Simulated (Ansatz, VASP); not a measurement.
## Bi in VASP and in Ansatz

File INCAR:

```
ALGO = Normal ; EDIFF = 1E-7
EDIFFG = -0.005 ; ENCUT = 600
GGA = PS ; IBRION = 2
ISIF = 3 ; ISMEAR = -1
LASPH = True ; LCHARG = False
LREAL = False ; LWAVE = False
NELM = 80 ; NSW = 60
PREC = Accurate ; SIGMA = 0.05
```

The input KPOINTS:

```
k-points
0
Gamma
  15 15 15
```

POSCAR

```
Bi
1.0
    0.0000000000      2.5198420998      2.5198420998
    2.5198420998      0.0000000000      2.5198420998
    2.5198420998      2.5198420998      0.0000000000
Bi
1
Direct
    0.0000000000      0.0000000000      0.0000000000
```

Input for Ansatz:

```yaml
crystal:
  lattice:
    - [0.0, 2.5198420998, 2.5198420998]
    - [2.5198420998, 0.0, 2.5198420998]
    - [2.5198420998, 2.5198420998, 0.0]
  atoms:
    - { symbol: Bi, position: [0.0, 0.0, 0.0] }
kpoints:
  mp_grid: { grid: [15, 15, 15] }
scf:
  occupations: { method: fermi_dirac, width: 0.05 }
hamiltonian:
  xc: pbesol
  pseudopotentials: { kind: paw }
output:
  forces: true
  stress: true
relax:
  f_tol: 0.005
  max_steps: 40
  cell: {}
```

Alike in both runs: task relaxation of cell and atoms; functional PBEsol; k mesh 15 × 15 × 15; occupations fermi-dirac, width 0.05 eV; no spin polarisation.

|  | VASP | Ansatz |
| --- | --- | --- |
| version | VASP 6.6.1 | Ansatz 0.2.0 |
| potentials or method | VASP PAW PBE potentials, release 64 (Bi_d) | PAW with Ansatz's default frozen-core files, scalar-relativistic |
| plane-wave cutoff (eV) | 600 | 420 |
| valence electrons in the cell | 15 | 15 |

|  | VASP | Ansatz | Ansatz less VASP |
| --- | --- | --- | --- |
| relaxed volume (Å³/atom) | 30.09 | 30.07 | -0.014 |
| relaxed cell length with the largest relative difference (Å) | 3.491 | 3.491 | -0.0005 |

VASP's potentials were made for PBE, not for PBEsol.

Neither program's run includes spin-orbit coupling.
